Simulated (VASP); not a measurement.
RbBr:

```
CELL_PARAMETERS angstrom
0.00000 3.86950 3.86950
3.86950 0.00000 3.86950
3.86950 3.86950 0.00000
ATOMIC_POSITIONS crystal
Rb 0.00000 0.00000 0.00000
Br 0.25000 0.25000 0.25000
```

Base run:

| Quantity | Value |
| --- | --- |
| Program | VASP 6.6.1 |
| Functional | r2SCANh |
| Potentials or basis | VASP PAW PBE potentials, release 64 (Rb_sv, Br) |
| Cutoff | 520 eV |
| k mesh | 4 × 4 × 4 |
| Occupations | gaussian, width 0.01 eV |
| Spin | no spin polarisation |

Its results: band gap on the k mesh 5.27 eV, indirect (least direct gap 5.36 eV); pressure 0.0 GPa.

Q: The run is repeated on the same cell with these changes: functional from r2SCANh to HSE06; further incar settings from ALGO = Normal; EDIFF = 1e-07; NBANDS = 15 to ALGO = Normal; EDIFF = 1e-06; NBANDS = 15. What comes out?

A: Band gap on the k mesh 5.18 eV, indirect (least direct gap 5.26 eV); pressure 0.1 GPa.

Caveats: the PAW data sets were made with another functional, which shifts forces and pressure a little.

A k mesh can miss the band edges.
